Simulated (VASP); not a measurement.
The system is PbO (CsCl type).

```xyz
2
Lattice="3.2713 0.0000 0.0000 0.0000 3.2713 0.0000 0.0000 0.0000 3.2713" Properties=species:S:1:pos:R:3 pbc="T T T"
Pb    0.0000    0.0000    0.0000
O     1.6357    1.6357    1.6357
```

* Program: VASP 6.6.1
* Task: relaxation of cell and atoms
* Functional: r2SCAN
* Potentials or basis: VASP PAW PBE potentials, release 64 (Pb_d, O)
* Cutoff: 600 eV
* k mesh: 13 × 13 × 13
* Occupations: fermi-dirac, width 0.08 eV
* Spin: no spin polarisation

At the start: pressure -7.4 GPa; volume 17.50 Å³/atom.

How do energy, volume and symmetry change on relaxing?

Over 3 steps the energy falls by 35.1 meV/atom and the volume is 16.10 Å³/atom (-8.0 %); space group Pm-3m (No. 221, to 0.05 Å).

The path:
```tsv
step	energy change (eV)	largest force (eV/Å)	pressure (GPa)	volume (Å³)
1	0.0000	0.0000	-7.38	35.01
2	-0.0566	0.0000	4.08	31.08
3	-0.0703	0.0000	0.00	32.19
```

Final structure:
```cif
data_structure
_symmetry_space_group_name_H-M 'P 1'
_symmetry_Int_Tables_number 1
_cell_length_a 3.1811
_cell_length_b 3.1811
_cell_length_c 3.1811
_cell_angle_alpha 90.000
_cell_angle_beta 90.000
_cell_angle_gamma 90.000
_cell_volume 32.19
loop_
_atom_site_label
_atom_site_type_symbol
_atom_site_fract_x
_atom_site_fract_y
_atom_site_fract_z
_atom_site_occupancy
Pb1 Pb 0.00000 0.00000 0.00000 1
O1 O 0.50000 0.50000 0.50000 1
```

Caveat: the PAW data sets were made with another functional, which shifts forces and pressure a little.
